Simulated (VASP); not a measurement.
# HfC2 (I4/mmm) in VASP: single point with PBE

Aim: the single point of HfC2 with PBE.

Everything below comes from runs of VASP 6.6.1. Logs are shortened: lines on timing, memory, paths and dates and some standing lists are left out, and cuts for length are marked.

### 1 The cell of the first run

Symmetry: I4/mmm, No. 139, tetragonal system. Conventional cell: a = 2.827 Å, b = 2.827 Å, c = 7.573 Å, α = 90.00°, β = 90.00°, γ = 90.00°. Within 3.0 Å of Hf (site symmetry 4/mmm) lie 10 C at 2.24 to 2.53 Å and 4 Hf at 2.83 Å. C (site symmetry 4mm) has 8 C at 2.12 to 2.83 Å and 5 Hf at 2.24 to 2.53 Å within 2.9 Å.

The cell was built from a structure type or drawn by symmetry, and may not be a known phase.

### 2 Single point, PBE

Contents of INCAR:

```
SYSTEM = HfC2
PREC     = Accurate       ! precision mode
ENCUT    = 520            ! plane-wave cutoff, eV
EDIFF    = 1E-6           ! SCF threshold, eV
ISMEAR   = 0              ! smearing method
SIGMA    = 0.1            ! smearing width, eV
LREAL    = .FALSE.        ! projectors in reciprocal space
LASPH    = .TRUE.         ! aspherical terms in the spheres
NELM     = 60             ! most SCF steps
ALGO     = Normal         ! electronic algorithm
ISIF     = 2              ! what is computed and relaxed
LWAVE    = .FALSE.        ! write WAVECAR
LCHARG   = .TRUE.         ! write CHGCAR
GGA      = PE             ! functional
LELF     = .TRUE.         ! ELF
LVHAR    = .TRUE.       
NBANDS   = 16             ! bands
```

Contents of KPOINTS:

```
Automatic mesh
0
G
  22 22 22
  0 0 0
```

Contents of POSCAR:

```
HfC2
1.0
   -1.4135122879      1.4135122879      3.7866007642
    1.4135122879     -1.4135122879      3.7866007642
    1.4135122879      1.4135122879     -3.7866007642
Hf C
1 2
Direct
    0.0000000000      0.0000000000      0.0000000000
    0.2960358232      0.2960358232      0.0000000000
    0.7039641768      0.7039641768      0.0000000000
```

Potentials or basis: VASP PAW PBE potentials, release 64 (Hf_pv, C).

Run with:

```bash
$ cat potpaw_PBE.64/Hf_pv/POTCAR potpaw_PBE.64/C/POTCAR > POTCAR
$ mpirun -np 1 vasp_std > vasp.out
```

OUTCAR:

```text
SYSTEM = HfC2
   PREC = Accurate
   ENCUT = 520
   EDIFF = 1E-6
   ISMEAR = 0
   LREAL = .FALSE.
   LASPH = .TRUE.
   NELM = 60
   ISIF = 2
   GGA = PE

 ion  position               nearest neighbor table
   1  0.000  0.000  0.000-   2 2.24   3 2.24   3 2.53   2 2.53   3 2.53   3 2.53   3 2.53   2 2.53
                             2 2.53   2 2.53
   2  0.296  0.296  0.000-   1 2.24   1 2.53   1 2.53   1 2.53   1 2.53
   3  0.704  0.704  0.000-   1 2.24   1 2.53   1 2.53   1 2.53   1 2.53

  LATTYP: Found a body centered tetragonal cell.
 ALAT       =     2.8270245758
 C/A-ratio  =     2.6788594600

  Lattice vectors:

 A1 = (  -1.4135122879,   1.4135122879,   3.7866007642)
 A2 = (   1.4135122879,  -1.4135122879,   3.7866007642)
 A3 = (   1.4135122879,   1.4135122879,  -3.7866007642)

Analysis of symmetry for initial positions (statically):
=====================================================================
 Subroutine PRICEL returns:
 Original cell was already a primitive cell.

 Routine SETGRP: Setting up the symmetry group for a
 body centered tetragonal supercell.

 Subroutine GETGRP returns: Found 16 space group operations
 (whereof 16 operations were pure point group operations)
 out of a pool of 16 trial point group operations.

The static configuration has the point symmetry D_4h.

Analysis of symmetry for dynamics (positions and initial velocities):
=====================================================================
 Subroutine PRICEL returns:
 Original cell was already a primitive cell.

 Routine SETGRP: Setting up the symmetry group for a
 body centered tetragonal supercell.

 Subroutine GETGRP returns: Found 16 space group operations
 (whereof 16 operations were pure point group operations)
 out of a pool of 16 trial point group operations.

The dynamic configuration has the point symmetry D_4h.

 Subroutine INISYM returns: Found 16 space group operations
 (whereof 16 operations are pure point group operations),
 and found     1 'primitive' translations

----------------------------------------------------------------------------------------

                                     Primitive cell

  volume of cell :      30.2628

  direct lattice vectors                    reciprocal lattice vectors
    -1.413512288  1.413512288  3.786600764     0.000000000  0.353728796  0.132044552
     1.413512288 -1.413512288  3.786600764     0.353728796  0.000000000  0.132044552
     1.413512288  1.413512288 -3.786600764     0.353728796  0.353728796  0.000000000

  length of vectors
     4.281866336  4.281866336  4.281866336     0.377570953  0.377570953  0.500248061

  position of ions in fractional coordinates (direct lattice)
     0.000000000  0.000000000  0.000000000
     0.296035823  0.296035823  0.000000000
     0.703964177  0.703964177  0.000000000

  ion indices of the primitive-cell ions
   primitive index   ion index
                 1           1
                 2           2
                 3           3

----------------------------------------------------------------------------------------

 KPOINTS: Automatic mesh

Automatic generation of k-mesh.
 Grid dimensions read from file:
 generate k-points for:   22   22   22

 Generating k-lattice:

  Cartesian coordinates                     Fractional coordinates (reciprocal lattice)
     0.000000000  0.016078582  0.006002025     0.045454545  0.000000000  0.000000000
     0.016078582  0.000000000  0.006002025     0.000000000  0.045454545  0.000000000
     0.016078582  0.016078582  0.000000000     0.000000000  0.000000000  0.045454545

  Length of vectors
     0.017162316  0.017162316  0.022738548

  Shift w.r.t. Gamma in fractional coordinates (k-lattice)
     0.000000000  0.000000000  0.000000000

 Subroutine IBZKPT returns following result:
 ===========================================

 Found    834 irreducible k-points:

 Following reciprocal coordinates:
            Coordinates               Weight
  0.000000  0.000000  0.000000      1.000000
  0.045455  0.000000  0.000000      8.000000
  0.090909  0.000000  0.000000      8.000000
  0.136364 -0.000000  0.000000      8.000000
  0.181818  0.000000  0.000000      8.000000
  0.227273 -0.000000  0.000000      8.000000
[... 16 lines left out ...]
  0.500000  0.045455  0.000000     16.000000
 -0.454545  0.045455 -0.000000     16.000000
 [... further k-points ...]
   k-points           NKPTS =    834   k-points in BZ     NKDIM =    834   number of bands    NBANDS=     16
   number of dos      NEDOS =    301   number of ions     NIONS =      3
   total plane-waves  NPLWV =  32768
   dimension x,y,z NGX =    32 NGY =   32 NGZ =   32
   dimension x,y,z NGXF=    64 NGYF=   64 NGZF=   64
   ions per type =               1   2
   NGX,Y,Z   is equivalent  to a cutoff of  12.42, 12.42, 12.42 a.u.
   NGXF,Y,Z  is equivalent  to a cutoff of  24.85, 24.85, 24.85 a.u.
 SYSTEM =  HfC2
   PREC   = accura    normal or accurate (medium, high low for compatibility)
   ISTART =      0    job   : 0-new  1-cont  2-samecut
   ICHARG =      2    charge: 1-file 2-atom 10-const
   ISPIN  =      1    spin polarized calculation?
   LNONCOLLINEAR =      F non collinear calculations
   LSORBIT =      F    spin-orbit coupling
   LASPH  =      T    aspherical Exc in radial PAW
   ENCUT  =  520.0 eV  38.22 Ry    6.18 a.u.   7.96  7.96  7.96*2*pi/ulx,y,z
   NELM   =     60;   NELMIN=  2; NELMDL= -5     # of ELM steps
   EDIFF  = 0.1E-05   stopping-criterion for ELM
   LREAL  =      F    real-space projection
   EDIFFG = 0.1E-04   stopping-criterion for IOM
   NSW    =      0    number of steps for IOM
   IBRION =     -1    ionic relax: 0-MD 1-quasi-New 2-CG
   NFREE  =      0    steps in history (QN), initial steepest desc. (CG)
   ISIF   =      2    stress and relaxation
   ISYM   =      2    0-nonsym 1-usesym 2-fastsym
   POTIM  = 0.5000    time-step for ionic-motion
   TEBEG  =    0.0;   TEEND  =   0.0 temperature during run
   PSTRESS=    0.0 pullay stress
   NELECT =      18.0000    total number of electrons
   NUPDOWN=      -1.0000    fix difference up-down
   EMIN   =  10.00;   EMAX   =-10.00  energy-range for DOS
   EFERMI =   0.00;   METHOD = LEGACY
   ISMEAR =     0;   SIGMA  =   0.10  broadening in eV -4-tet -1-fermi 0-gaus
   EFERMI_NEDOS =   21; number of points for ismear=-14 and -15
   IALGO  =     38    algorithm
   IMIX   =      4    mixing-type and parameters
     AMIX     =   0.40;   BMIX     =  1.00
     AMIX_MAG =   1.60;   BMIX_MAG =  1.00
  volume/ion in A,a.u.               =      10.09        68.07
  Fermi-wavevector in a.u.,A,eV,Ry     =   1.376774  2.601726 25.789947  1.895508
  Thomas-Fermi vector in A             =   2.501988
   LORBIT       =      0    0 simple, 1 ext, 2 COOP (PROOUT), +10 PAW based schemes
   GGA     = PE    functional components
   LHFCALC =     F    Hartree Fock is set to
   AEXX    =    0.0000 exact exchange contribution
   IVDW    =     0    specifies the selected vdW correction
   LEPSILON=     F    determine dielectric tensor
   LRPA    =     F    only Hartree local field effects (RPA)
 non-spin polarized calculation
 Gauss-broadening in eV      SIGMA  =   0.10
  energy-cutoff  :      520.00
  volume of cell :       30.26
 maximum number of plane-waves:       858
   NGX = 15   NGY = 15   NGZ = 15

 number of electron      17.9999999 magnetization

 Free energy of the ion-electron system (eV)
  ---------------------------------------------------
  ext. energy  EPLUGINS =         0.00000000
  ---------------------------------------------------
  free energy    TOTEN  =       -24.41139658 eV

  energy without entropy =      -24.40789947  energy(sigma->0) =      -24.40964802

 E-fermi :   7.1993     XC(G=0): -12.7773

 val. band max:        7.1988533370   @ k =   0.2273   0.2273   0.0000
 cond. band min:       7.2117685778   @ k =  -0.4545   0.4545   0.4091
 fundamental gap:      0.0129152408
 Fermi energy:         7.1993097226

 k-point     1 :       0.0000    0.0000    0.0000
  band No.  band energies     occupation
      1     -22.9338      2.00000
      2     -22.3452      2.00000
      3     -22.3452      2.00000
      4      -8.3157      2.00000
      5       1.4787      2.00000
      6       1.6696      2.00000
[... 8 lines left out ...]
     15      15.2873      0.00000
     16      15.2873      0.00000

 k-point     2 :       0.0455    0.0000    0.0000
  band No.  band energies     occupation
      1     -22.9314      2.00000
      2     -22.3737      2.00000
      3     -22.3429      2.00000
      4      -8.2708      2.00000
      5       1.2585      2.00000
      6       1.8538      2.00000
[... 8 lines left out ...]
     15      15.2542      0.00000
     16      15.2666      0.00000

 k-point     3 :       0.0909    0.0000    0.0000
  band No.  band energies     occupation
      1     -22.9246      2.00000
      2     -22.4560      2.00000
      3     -22.3361      2.00000
      4      -8.1377      2.00000
      5       0.9086      2.00000
      6       2.0905      2.00000
[... 8 lines left out ...]
     15      15.1683      0.00000
     16      15.2018      0.00000

 k-point     4 :       0.1364   -0.0000    0.0000
  band No.  band energies     occupation
      1     -22.9137      2.00000
      2     -22.5835      2.00000
      3     -22.3254      2.00000
      4      -7.9211      2.00000
      5       0.4832      2.00000
      6       2.3133      2.00000
[... 8 lines left out ...]
     15      15.0493      0.00000
     16      15.0757      0.00000
[... 324 lines left out ...]
 k-point    22 :       0.4545    0.0455    0.0000
  band No.  band energies     occupation
      1     -23.5897      2.00000
      2     -22.8125      2.00000
      3     -22.2572      2.00000
      4      -4.8368      2.00000
      5      -3.2870      2.00000
      6       2.5802      2.00000
[... 8 lines left out ...]
     15      14.2618      0.00000
     16      16.7630      0.00000

 k-point    23 :       0.5000    0.0455    0.0000
  band No.  band energies     occupation
      1     -23.6130      2.00000
      2     -22.8085      2.00000
      3     -22.2547      2.00000
      4      -4.6010      2.00000
      5      -3.5581      2.00000
      6       2.6612      2.00000
[... 8 lines left out ...]
     15      14.2576      0.00000
     16      16.9652      0.00000

 k-point    24 :      -0.4545    0.0455   -0.0000
  band No.  band energies     occupation
      1     -23.5896      2.00000
      2     -22.8096      2.00000
      3     -22.2570      2.00000
      4      -4.8809      2.00000
      5      -3.3004      2.00000
      6       2.7764      2.00000
[... 8 lines left out ...]
     15      14.2837      0.00000
     16      16.9230      0.00000

 [... further k-points ...]

------------------------ aborting loop because EDIFF is reached ----------------------------------------

  FORCE on cell =-STRESS in cart. coord.  units (eV):
  Direction    XX          YY          ZZ          XY          YZ          ZX
  --------------------------------------------------------------------------------------
  -------------------------------------------------------------------------------------
  Total       -0.1757664     -0.1757664     -0.0944974      0.0000000      0.0000000      0.0000000
  in kB       -9.3054569     -9.3054569     -5.0029016      0.0000000      0.0000000      0.0000000
  external PRESSURE =      -7.8712718 kB  Pullay stress =       0.0000000 kB

 VOLUME and BASIS-vectors are now :
 -----------------------------------------------------------------------------
  energy-cutoff  :      520.00
  volume of cell :       30.26
      direct lattice vectors                 reciprocal lattice vectors
    -1.413512288  1.413512288  3.786600764     0.000000000  0.353728796  0.132044552
     1.413512288 -1.413512288  3.786600764     0.353728796  0.000000000  0.132044552
     1.413512288  1.413512288 -3.786600764     0.353728796  0.353728796  0.000000000

 POSITION                                       TOTAL-FORCE (eV/Angst)
 -----------------------------------------------------------------------------------
      0.00000      0.00000      0.00000        -0.000000     -0.000000      0.000000
      0.00000      0.00000      2.24194         0.000000      0.000000      0.012386
      0.00000      0.00000      5.33126        -0.000000     -0.000000     -0.012386
 -----------------------------------------------------------------------------------
    total drift:                                0.000000      0.000000      0.000000

  FREE ENERGIE OF THE ION-ELECTRON SYSTEM (eV)
  ---------------------------------------------------
  free  energy   TOTEN  =       -24.4113965785 eV

  energy  without entropy=      -24.4078994656  energy(sigma->0) =      -24.40964802
```

Run time: 7.7 min. Hardware: 1 thread of Intel Xeon 8259CL, shared host; peak memory 0.52 GiB.

What came out:

| Quantity | Value |
| --- | --- |
| Free energy | -24.4114 eV |
| Pressure | -0.8 GPa |
| Largest force | 0.012 eV/Å |
| Band gap on the k mesh | zero (bands 9 and 10 overlap by 1.86 eV) |

Forces on the atoms (eV/Å):
```
Hf   0.000  0.000  0.000
C    0.000  0.000  0.012
C    0.000  0.000 -0.012
```

Levels at points of the mesh, in eV from the Fermi level:
```tsv
k point	band 6	band 7	band 8	band 9	band 10	band 11	band 12	band 13
(0.00, 0.00, 0.00)	-5.53	-2.95	-2.95	-1.39	0.59	5.16	5.16	7.01
(0.50, 0.00, 0.00)	-4.58	-3.30	-1.79	-0.38	1.25	3.45	4.28	4.33
(0.50, 0.50, 0.00)	-7.50	-6.14	-4.68	-0.88	0.16	3.05	4.91	6.09
(0.50, 0.50, 0.50)	-2.49	-1.95	-1.95	-1.68	0.93	2.42	3.39	3.39
```

Caveat: spin-orbit coupling is left out, which moves the levels of the heavy elements.
